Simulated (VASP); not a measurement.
Runs of VASP 6.6.1 on NaI. The structure is that of space group Fm-3m (No. 225), or close to it. The cells are those of the table. 

| level | cell | smearing | gap on the mesh (eV) | pressure (GPa) |
| --- | --- | --- | --- | --- |
| PBE | a = 4.568, b = 4.568, c = 4.531 Å, angles 60.3, 60.3, 60.5°, 2 atoms | fermi-dirac 0.02 eV | (a) | 0.6 |
| PBE | a = 4.526, b = 4.526, c = 4.485 Å, angles 60.3, 60.3, 59.4°, 2 atoms | fermi-dirac 0.02 eV | 3.75 | 1.3 |
| r2SCAN | a = 4.526, b = 4.526, c = 4.485 Å, angles 60.3, 60.3, 59.4°, 2 atoms | gaussian 0.01 eV | (b) | 0.6 |
| r2SCAN | a = 4.568, b = 4.568, c = 4.531 Å, angles 60.3, 60.3, 60.5°, 2 atoms | gaussian 0.01 eV | 4.42 | -0.1 |

Alike in all rows: task single point; potentials or basis VASP PAW PBE potentials, release 64 (Na_pv, I); no spin polarisation; k mesh 8 × 8 × 8; cutoff (eV) 520.

Q: Fill in the values left out.

A: (a) 3.62; (b) 4.56.

Caveats: spin-orbit coupling is left out, which moves the levels of the heavy elements; the PAW data sets were made with another functional, which shifts forces and pressure a little (at least some runs).

A k mesh can miss the band edges, and the runs leave out spin-orbit coupling on I.
